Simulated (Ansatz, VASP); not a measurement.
Two plane-wave programs on CoW3

```
W Co
1.0
     0.00000    3.07208    3.07208
     3.07208    0.00000    3.07208
     3.07208    3.07208    0.00000
W Co
3 1
Direct
  0.25000 0.25000 0.25000
  0.75000 0.75000 0.75000
  0.50000 0.50000 0.50000
  0.00000 0.00000 0.00000
```

Alike in both runs: task single point; functional PBEsol; k mesh 12 × 12 × 12; occupations gaussian, width 0.1 eV; no spin polarisation.

|  | VASP | Ansatz |
| --- | --- | --- |
| version | VASP 6.6.1 | Ansatz 0.2.0 |
| potentials or method | VASP PAW PBE potentials, release 64 (W_sv, Co), cutoff 520 eV | scalar-relativistic, plane waves, PAW |
| valence electrons in the cell | 51 | 59 |

Ansatz gave:

```
gap on the k mesh at the Fermi level (eV) : none
pressure (GPa)                            : -1.5
```

Question: What did VASP give for the same quantities?

Answer: gap on the k mesh at the Fermi level (eV): none; pressure (GPa): -0.9.

VASP's potentials were made for PBE, not for PBEsol. A gap of «none» marks a metal or a gap that the smearing closes. The functional is the same, so the differences come from potentials, cutoffs and numerics. VASP's potentials hold 51 valence electrons a cell and Ansatz's 59, so a difference there can come from the potentials and not from the codes.

Neither program's run includes spin-orbit coupling.
